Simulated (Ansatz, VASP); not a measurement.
## Two plane-wave programs on Si3N4

File INCAR:

```
ALGO = Normal ; EDIFF = 1E-6
ENCUT = 520 ; GGA = PE
ISIF = 2 ; ISMEAR = 0
LASPH = T ; LCHARG = T
LELF = T ; LREAL = F
LVHAR = T ; LWAVE = F
NBANDS = 45 ; NELM = 100
PREC = Accurate ; SIGMA = 0.1
```

File KPOINTS:

```
k-points
0
Gamma
  4 4 4
```

The input POSCAR:

```
Si3N4
1.0
   -3.2441470000      3.2441470000      3.2441470000
    3.2441470000     -3.2441470000      3.2441470000
    3.2441470000      3.2441470000     -3.2441470000
Si N
6 8
Direct
    0.3750000000      0.2500000000      0.6250000000
    0.6250000000      0.3750000000      0.2500000000
    0.8750000000      0.1250000000      0.7500000000
    0.2500000000      0.6250000000      0.3750000000
    0.7500000000      0.8750000000      0.1250000000
    0.1250000000      0.7500000000      0.8750000000
    0.5000000000      0.0000000000      0.0627500000
    0.5627500000      0.5000000000      0.0000000000
    0.9372500000      0.9372500000      0.9372500000
    0.0000000000      0.5627500000      0.5000000000
    0.4372500000      0.4372500000      0.4372500000
    0.0000000000      0.0627500000      0.5000000000
    0.5000000000      0.0000000000      0.5627500000
    0.0627500000      0.5000000000      0.0000000000
```

Input for Ansatz:

```yaml
crystal:
  lattice:
    - [-3.244147, 3.244147, 3.244147]
    - [3.244147, -3.244147, 3.244147]
    - [3.244147, 3.244147, -3.244147]
  atoms:
    - { symbol: Si, position: [0.375, 0.25, 0.625] }
    - { symbol: Si, position: [0.625, 0.375, 0.25] }
    - { symbol: Si, position: [0.875, 0.125, 0.75] }
    - { symbol: Si, position: [0.25, 0.625, 0.375] }
    - { symbol: Si, position: [0.75, 0.875, 0.125] }
    - { symbol: Si, position: [0.125, 0.75, 0.875] }
    - { symbol: "N", position: [0.5, 0.0, 0.06275] }
    - { symbol: "N", position: [0.56275, 0.5, 0.0] }
    - { symbol: "N", position: [0.93725, 0.93725, 0.93725] }
    - { symbol: "N", position: [0.0, 0.56275, 0.5] }
    - { symbol: "N", position: [0.43725, 0.43725, 0.43725] }
    - { symbol: "N", position: [0.0, 0.06275, 0.5] }
    - { symbol: "N", position: [0.5, 0.0, 0.56275] }
    - { symbol: "N", position: [0.06275, 0.5, 0.0] }
basis:
  ecutwfc: 420
kpoints:
  mp_grid: { grid: [4, 4, 4] }
hamiltonian:
  xc: pbe
scf:
  occupations: { method: gaussian, width: 0.1 }
  lower_state_search: "off"
output:
  forces: true
  stress: true
  eigenvalues: true
```

Alike in both runs: task single point; functional PBE; k mesh 4 × 4 × 4; occupations gaussian, width 0.1 eV; no spin polarisation.

```csv
,VASP,Ansatz
version,VASP 6.6.1,Ansatz 0.2.0
potentials or method,"VASP PAW PBE potentials, release 64 (Si, N), cutoff 520 eV","scalar-relativistic, plane waves, PAW"
valence electrons in the cell,64,64
```

Ansatz gave:

```
gap on the k mesh at the Fermi level (eV) : 4.11
least direct gap on the mesh (eV)         : 4.27
pressure (GPa)                            : 0.3
```

Q: Estimate VASP's values.

A: gap on the k mesh at the Fermi level (eV): 4.10; least direct gap on the mesh (eV): 4.26; pressure (GPa): 0.0.

With one functional, cell and mesh, what is left measures potentials, basis and numerics.
